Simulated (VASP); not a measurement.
A run of VASP 6.6.1 is set up as follows.

The input INCAR:

```
SYSTEM = Au
  PREC = Accurate
  ENCUT = 520
  EDIFF = 1E-6
  ISMEAR = -1
  SIGMA = 0.1
  LREAL = .False.
  LASPH = .True.
  NELM = 80
  ALGO = Normal
  ISIF = 2
  LWAVE = .False.
  LCHARG = .True.
  GGA = CA
  LELF = .True.
  LVHAR = .True.
  NBANDS = 12
```

Contents of KPOINTS:

```
regular mesh
0
Gamma
  13 13 13
  0 0 0
```

File POSCAR:

```
Au
1.0
    2.6312951060      0.0000000000      0.0000000000
    0.0000000000      2.6312951060      0.0000000000
    0.0000000000      0.0000000000      2.6312951060
Au
1
Direct
    0.0000000000      0.0000000000      0.0000000000
```

Potentials or basis: VASP PAW LDA potentials, release 64 (Au).

Command:

```console
$ cat potpaw_LDA.64/Au/POTCAR > POTCAR
$ mpirun -np 1 vasp_std > vasp.out
```

Predict the pressure.

7.4 GPa.
